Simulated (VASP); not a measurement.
# Bi2Te3 in VASP: single point with PBE

Aim: the single point of Bi2Te3 with PBE.

All numbers are computed with VASP 6.6.1; they aren't measurements. Logs are shortened: lines on timing, memory, paths and dates and some standing lists are left out, and cuts for length are marked.

## (1) The cell of the first run

The cell holds a slab with vacuum, 15 atoms: a = 4.469 Å, b = 4.469 Å, c = 42.323 Å, α = 90.00°, β = 90.00°, γ = 120.00°.

## (2) Single point, PBE (atoms taken out)

Contents of INCAR:

```
SYSTEM = Bi2Te3
  PREC = Accurate
  ENCUT = 450
  EDIFF = 1E-6
  ISMEAR = 0
  SIGMA = 0.1
  LREAL = .False.
  LASPH = .True.
  NELM = 300
  ALGO = Normal
  ISIF = 2
  LWAVE = .False.
  LCHARG = .False.
  LDIPOL = .True.
  IDIPOL = 3
  DIPOL = 0.5 0.5 0.500
  GGA = PE
  NBANDS = 85
  GGA_COMPAT = .False.
  NELMDL = -8
  AMIX = 0.1
  BMIX = 1E-4
  AMIX_MAG = 0.4
  BMIX_MAG = 1E-4
  KPAR = 4
```

Contents of KPOINTS:

```
Automatic mesh
0
Gamma
  9 9 1
  0 0 0
```

Contents of POSCAR:

```
Bi2Te3
1.0
    4.4688131177      0.0000000000      0.0000000000
   -2.2344065589      3.8701056847      0.0000000000
    0.0000000000      0.0000000000     42.3225823460
Bi Te
6 9
Direct
    0.6666666667      0.3333333333      0.1772103587
    0.0000000000      0.0000000000      0.3570021587
    0.3333333333      0.6666666667      0.4101041000
    0.6666666667      0.3333333333      0.5898959000
    0.0000000000      0.0000000000      0.6429978413
    0.3333333333      0.6666666667      0.8227896413
    0.0000000000      0.0000000000      0.2195417824
    0.3333333333      0.6666666667      0.2671066105
    0.6666666667      0.3333333333      0.3146704864
    0.6666666667      0.3333333333      0.4524355237
    0.0000000000      0.0000000000      0.5000003518
    0.3333333333      0.6666666667      0.5475642276
    0.3333333333      0.6666666667      0.6853292650
    0.6666666667      0.3333333333      0.7328940930
    0.0000000000      0.0000000000      0.7804579689
```

Potentials or basis: VASP PAW PBE potentials, release 64 (Bi_d, Te).

On the command line:

```bash
cat potpaw_PBE.64/Bi_d/POTCAR potpaw_PBE.64/Te/POTCAR > POTCAR
mpirun -np 4 vasp_std > vasp.out
```

OUTCAR:

```text
SYSTEM = Bi2Te3
   PREC = Accurate
   ENCUT = 450
   EDIFF = 1E-6
   ISMEAR = 0
   LREAL = .False.
   LASPH = .True.
   NELM = 300
   ISIF = 2
   GGA = PE
   NELMDL = -8
   AMIX = 0.1
   AMIX_MAG = 0.4

 ion  position               nearest neighbor table
   1  0.667  0.333  0.177-   7 3.14   7 3.14   7 3.14
   2  0.000  0.000  0.357-   9 3.14   9 3.14   9 3.14   3 3.42   3 3.42   3 3.42
   3  0.333  0.667  0.410-  10 3.14  10 3.14  10 3.14   2 3.42   2 3.42   2 3.42
   4  0.667  0.333  0.590-  12 3.14  12 3.14  12 3.14   5 3.42   5 3.42   5 3.42
   5  0.000  0.000  0.643-  13 3.14  13 3.14  13 3.14   4 3.42   4 3.42   4 3.42
   6  0.333  0.667  0.823-  15 3.14  15 3.14  15 3.14
   7  0.000  0.000  0.220-   1 3.14   1 3.14   1 3.14   8 3.27   8 3.27   8 3.27
   8  0.333  0.667  0.267-   9 3.27   9 3.27   9 3.27   7 3.27   7 3.27   7 3.27
   9  0.667  0.333  0.315-   2 3.14   2 3.14   2 3.14   8 3.27   8 3.27   8 3.27
  10  0.667  0.333  0.452-   3 3.14   3 3.14   3 3.14  11 3.27  11 3.27  11 3.27
  11  0.000  0.000  0.500-  12 3.27  12 3.27  12 3.27  10 3.27  10 3.27  10 3.27
  12  0.333  0.667  0.548-   4 3.14   4 3.14   4 3.14  11 3.27  11 3.27  11 3.27
  13  0.333  0.667  0.685-   5 3.14   5 3.14   5 3.14  14 3.27  14 3.27  14 3.27
  14  0.667  0.333  0.733-  15 3.27  15 3.27  15 3.27  13 3.27  13 3.27  13 3.27
  15  0.000  0.000  0.780-   6 3.14   6 3.14   6 3.14  14 3.27  14 3.27  14 3.27

  LATTYP: Found a hexagonal cell.
 ALAT       =     4.4688131177
 C/A-ratio  =     9.4706538921

  Lattice vectors:

 A1 = (   4.4688131177,   0.0000000000,   0.0000000000)
 A2 = (  -2.2344065589,   3.8701056847,   0.0000000000)
 A3 = (   0.0000000000,   0.0000000000,  42.3225823460)

Analysis of symmetry for initial positions (statically):
=====================================================================
 Subroutine PRICEL returns:
 Original cell was already a primitive cell.

 Routine SETGRP: Setting up the symmetry group for a
 hexagonal supercell.

 Subroutine GETGRP returns: Found 12 space group operations
 (whereof 12 operations were pure point group operations)
 out of a pool of 24 trial point group operations.

The static configuration has the point symmetry D_3d.

Analysis of symmetry for dynamics (positions and initial velocities):
=====================================================================
 Subroutine PRICEL returns:
 Original cell was already a primitive cell.

 Routine SETGRP: Setting up the symmetry group for a
 hexagonal supercell.

 Subroutine GETGRP returns: Found 12 space group operations
 (whereof 12 operations were pure point group operations)
 out of a pool of 24 trial point group operations.

The dynamic configuration has the point symmetry D_3d.

 Subroutine INISYM returns: Found 12 space group operations
 (whereof 12 operations are pure point group operations),
 and found     1 'primitive' translations

----------------------------------------------------------------------------------------

                                     Primitive cell

  volume of cell :     731.9597

  direct lattice vectors                    reciprocal lattice vectors
     4.468813118  0.000000000  0.000000000     0.223773063  0.129195438  0.000000000
    -2.234406559  3.870105685  0.000000000     0.000000000  0.258390876  0.000000000
     0.000000000  0.000000000 42.322582346     0.000000000  0.000000000  0.023628048

  length of vectors
     4.468813118  4.468813118 42.322582346     0.258390876  0.258390876  0.023628048

  position of ions in fractional coordinates (direct lattice)
     0.666666667  0.333333333  0.177210359
     0.000000000  0.000000000  0.357002159
     0.333333333  0.666666667  0.410104100
     0.666666667  0.333333333  0.589895900
     0.000000000  0.000000000  0.642997841
     0.333333333  0.666666667  0.822789641
     0.000000000  0.000000000  0.219541782
     0.333333333  0.666666667  0.267106611
     0.666666667  0.333333333  0.314670486
     0.666666667  0.333333333  0.452435524
     0.000000000  0.000000000  0.500000352
     0.333333333  0.666666667  0.547564228
     0.333333333  0.666666667  0.685329265
     0.666666667  0.333333333  0.732894093
     0.000000000  0.000000000  0.780457969

  ion indices of the primitive-cell ions
   primitive index   ion index
                 1           1
                 2           2
                 3           3
                 4           4
                 5           5
                 6           6
                 7           7
                 8           8
                 9           9
                10          10
                11          11
                12          12
                13          13
                14          14
                15          15

----------------------------------------------------------------------------------------

 KPOINTS: Automatic mesh

Automatic generation of k-mesh.
 Grid dimensions read from file:
 generate k-points for:    9    9    1

 Generating k-lattice:

  Cartesian coordinates                     Fractional coordinates (reciprocal lattice)
     0.024863674  0.014355049  0.000000000     0.111111111  0.000000000  0.000000000
     0.000000000  0.028710097  0.000000000     0.000000000  0.111111111  0.000000000
     0.000000000  0.000000000  0.023628048     0.000000000  0.000000000  1.000000000

  Length of vectors
     0.028710097  0.028710097  0.023628048

  Shift w.r.t. Gamma in fractional coordinates (k-lattice)
     0.000000000  0.000000000  0.000000000

 Subroutine IBZKPT returns following result:
 ===========================================

 Found     12 irreducible k-points:

 Following reciprocal coordinates:
            Coordinates               Weight
  0.000000  0.000000  0.000000      1.000000
  0.111111 -0.000000  0.000000      6.000000
  0.222222 -0.000000  0.000000      6.000000
  0.333333 -0.000000  0.000000      6.000000
  0.444444 -0.000000  0.000000      6.000000
  0.111111  0.111111  0.000000      6.000000
  0.222222  0.111111  0.000000     12.000000
  0.333333  0.111111  0.000000     12.000000
  0.444444  0.111111  0.000000      6.000000
  0.222222  0.222222  0.000000      6.000000
  0.333333  0.222222  0.000000     12.000000
  0.333333  0.333333  0.000000      2.000000
   k-points           NKPTS =     12   k-points in BZ     NKDIM =     12   number of bands    NBANDS=     85
   number of dos      NEDOS =    301   number of ions     NIONS =     15
   total plane-waves  NPLWV = 301056
   dimension x,y,z NGX =    32 NGY =   32 NGZ =  294
   dimension x,y,z NGXF=    64 NGYF=   64 NGZF=  588
   ions per type =               6   9
   NGX,Y,Z   is equivalent  to a cutoff of  11.90, 11.90, 11.55 a.u.
   NGXF,Y,Z  is equivalent  to a cutoff of  23.81, 23.81, 23.10 a.u.
 SYSTEM =  Bi2Te3
   PREC   = accura    normal or accurate (medium, high low for compatibility)
   ISTART =      0    job   : 0-new  1-cont  2-samecut
   ICHARG =      2    charge: 1-file 2-atom 10-const
   ISPIN  =      1    spin polarized calculation?
   LNONCOLLINEAR =      F non collinear calculations
   LSORBIT =      F    spin-orbit coupling
   LASPH  =      T    aspherical Exc in radial PAW
   ENCUT  =  450.0 eV  33.07 Ry    5.75 a.u.   7.73  7.73 73.20*2*pi/ulx,y,z
   NELM   =    300;   NELMIN=  2; NELMDL= -8     # of ELM steps
   EDIFF  = 0.1E-05   stopping-criterion for ELM
   LREAL  =      F    real-space projection
   EDIFFG = 0.1E-04   stopping-criterion for IOM
   NSW    =      0    number of steps for IOM
   IBRION =     -1    ionic relax: 0-MD 1-quasi-New 2-CG
   NFREE  =      0    steps in history (QN), initial steepest desc. (CG)
   ISIF   =      2    stress and relaxation
   ISYM   =      2    0-nonsym 1-usesym 2-fastsym
   POTIM  = 0.5000    time-step for ionic-motion
   TEBEG  =    0.0;   TEEND  =   0.0 temperature during run
   PSTRESS=    0.0 pullay stress
   NELECT =     144.0000    total number of electrons
   NUPDOWN=      -1.0000    fix difference up-down
   EMIN   =  10.00;   EMAX   =-10.00  energy-range for DOS
   EFERMI =   0.00;   METHOD = LEGACY
   ISMEAR =     0;   SIGMA  =   0.10  broadening in eV -4-tet -1-fermi 0-gaus
   EFERMI_NEDOS =   21; number of points for ismear=-14 and -15
   IALGO  =     38    algorithm
   IMIX   =      4    mixing-type and parameters
     AMIX     =   0.10;   BMIX     =  0.00
     AMIX_MAG =   0.40;   BMIX_MAG =  0.00
  volume/ion in A,a.u.               =      48.80       329.30
  Fermi-wavevector in a.u.,A,eV,Ry     =   0.952138  1.799280 12.334592  0.906567
  Thomas-Fermi vector in A             =   2.080673
   LORBIT       =      0    0 simple, 1 ext, 2 COOP (PROOUT), +10 PAW based schemes
   GGA     = PE    functional components
   LHFCALC =     F    Hartree Fock is set to
   AEXX    =    0.0000 exact exchange contribution
   IVDW    =     0    specifies the selected vdW correction
   LEPSILON=     F    determine dielectric tensor
   LRPA    =     F    only Hartree local field effects (RPA)
 non-spin polarized calculation
 Gauss-broadening in eV      SIGMA  =   0.10
  energy-cutoff  :      450.00
  volume of cell :      731.96
 maximum number of plane-waves:     15933
 NGX is ok and might be reduce to    32
   NGX = 15   NGY = 15   NGZ =147

 dipolmoment           0.000000      0.000000      0.000000 electrons x Angstroem

 number of electron     144.0000016 magnetization

 dipolmoment           0.000000      0.000000     -0.000094 electrons x Angstroem

 Free energy of the ion-electron system (eV)
  ---------------------------------------------------
  ext. energy  EPLUGINS =         0.00000000
  ---------------------------------------------------
  free energy    TOTEN  =       -50.76968656 eV

  energy without entropy =      -50.74813611  energy(sigma->0) =      -50.75891134

 E-fermi :   3.0863     XC(G=0):  -6.9035

 val. band max:        3.0333128788   @ k =   0.2222   0.2222   0.0000
 cond. band min:       3.2808675733   @ k =   0.1111   0.1111   0.0000
 fundamental gap:      0.2475546945
 Fermi energy:         3.0863207030

 k-point     1 :       0.0000    0.0000    0.0000
  band No.  band energies     occupation
      1     -19.7800      2.00000
      2     -19.7800      2.00000
      3     -19.7796      2.00000
      4     -19.7796      2.00000
      5     -19.7700      2.00000
      6     -19.7700      2.00000
[... 76 lines left out ...]
     83       4.5100      0.00000
     84       4.5100      0.00000

 k-point     2 :       0.1111   -0.0000    0.0000
  band No.  band energies     occupation
      1     -19.7793      2.00000
      2     -19.7790      2.00000
      3     -19.7781      2.00000
      4     -19.7778      2.00000
      5     -19.7703      2.00000
      6     -19.7693      2.00000
[... 859 lines left out ...]
     83       5.4798      0.00000
     84       5.6936      0.00000

 k-point    12 :       0.3333    0.3333    0.0000
  band No.  band energies     occupation
      1     -19.7818      2.00000
      2     -19.7814      2.00000
      3     -19.7677      2.00000
      4     -19.7667      2.00000
      5     -19.7633      2.00000
      6     -19.7623      2.00000
[... 76 lines left out ...]
     83       5.5432      0.00000
     84       5.5714      0.00000
 [bands above 84 left out]

------------------------ aborting loop because EDIFF is reached ----------------------------------------

 vacuum level on the upper side and lower side of the slab       (xc-potential included)        -0.077        -0.077

  FORCE on cell =-STRESS in cart. coord.  units (eV):
  Direction    XX          YY          ZZ          XY          YZ          ZX
  --------------------------------------------------------------------------------------
  -------------------------------------------------------------------------------------
  Total       -2.8352454     -2.8352454     -1.4560149      0.0000000      0.0000000      0.0000000
  in kB       -6.2060328     -6.2060328     -3.1870526      0.0000000      0.0000000      0.0000000
  external PRESSURE =      -5.1997061 kB  Pullay stress =       0.0000000 kB

 VOLUME and BASIS-vectors are now :
 -----------------------------------------------------------------------------
  energy-cutoff  :      450.00
  volume of cell :      731.96
      direct lattice vectors                 reciprocal lattice vectors
     4.468813118  0.000000000  0.000000000     0.223773063  0.129195438  0.000000000
    -2.234406559  3.870105685  0.000000000     0.000000000  0.258390876  0.000000000
     0.000000000  0.000000000 42.322582346     0.000000000  0.000000000  0.023628048

 POSITION                                       TOTAL-FORCE (eV/Angst)
 -----------------------------------------------------------------------------------
      2.23441      1.29004      7.50000         0.000000     -0.000000      0.335376
      0.00000      0.00000     15.10925        -0.000000      0.000000     -0.151210
     -0.00000      2.58007     17.35666         0.000000      0.000000      0.092644
      2.23441      1.29004     24.96592         0.000000     -0.000000     -0.092644
      0.00000      0.00000     27.21333        -0.000000     -0.000000      0.151210
     -0.00000      2.58007     34.82258         0.000000      0.000000     -0.335376
      0.00000      0.00000      9.29158        -0.000000      0.000000     -0.329248
     -0.00000      2.58007     11.30464        -0.000000      0.000000     -0.024981
      2.23441      1.29004     13.31767         0.000000     -0.000000      0.124680
      2.23441      1.29004     19.14824         0.000000      0.000000     -0.056837
      0.00000      0.00000     21.16131        -0.000000      0.000000      0.000000
     -0.00000      2.58007     23.17433        -0.000000     -0.000000      0.056837
     -0.00000      2.58007     29.00490        -0.000000      0.000000     -0.124680
      2.23441      1.29004     31.01797         0.000000     -0.000000      0.024981
      0.00000      0.00000     33.03100        -0.000000      0.000000      0.329248
 -----------------------------------------------------------------------------------
    total drift:                               -0.000000     -0.000000     -0.004988

  FREE ENERGIE OF THE ION-ELECTRON SYSTEM (eV)
  ---------------------------------------------------
  free  energy   TOTEN  =       -50.7696865615 eV

  energy  without entropy=      -50.7481361098  energy(sigma->0) =      -50.75891134

 vacuum level on the upper side and lower side of the slab         7.068         7.068
```

It took 8.4 min on 4 MPI ranks of Intel Xeon Platinum 8488C (Sapphire Rapids), shared host; peak memory 0.85 GiB.

Results:

* Free energy: -50.7697 eV
* Largest force: 0.335 eV/Å
* Band gap on the k mesh: zero (bands 72 and 73 overlap by 0.21 eV)

Forces in eV/Å, atoms in the order of the input:
```
Bi   0.000  0.000  0.335
Bi   0.000  0.000 -0.151
Bi   0.000  0.000  0.093
Bi   0.000  0.000 -0.093
Bi   0.000  0.000  0.151
Bi   0.000  0.000 -0.335
Te   0.000  0.000 -0.329
Te   0.000  0.000 -0.025
Te   0.000  0.000  0.125
Te   0.000  0.000 -0.057
Te   0.000  0.000  0.000
Te   0.000  0.000  0.057
Te   0.000  0.000 -0.125
Te   0.000  0.000  0.025
Te   0.000  0.000  0.329
```

Levels at points of the mesh, in eV from the Fermi level:
```tsv
k point	band 69	band 70	band 71	band 72	band 73	band 74	band 75	band 76
(0.00, 0.00, 0.00)	-0.53	-0.43	-0.43	-0.38	-0.26	0.34	0.39	0.39
```

Caveat: the cell differs from its parent crystal (atoms taken out); spin-orbit coupling is left out, which moves the levels of the heavy elements.

The gap in the log of VASP goes by the Fermi energy; the results here count the filled bands.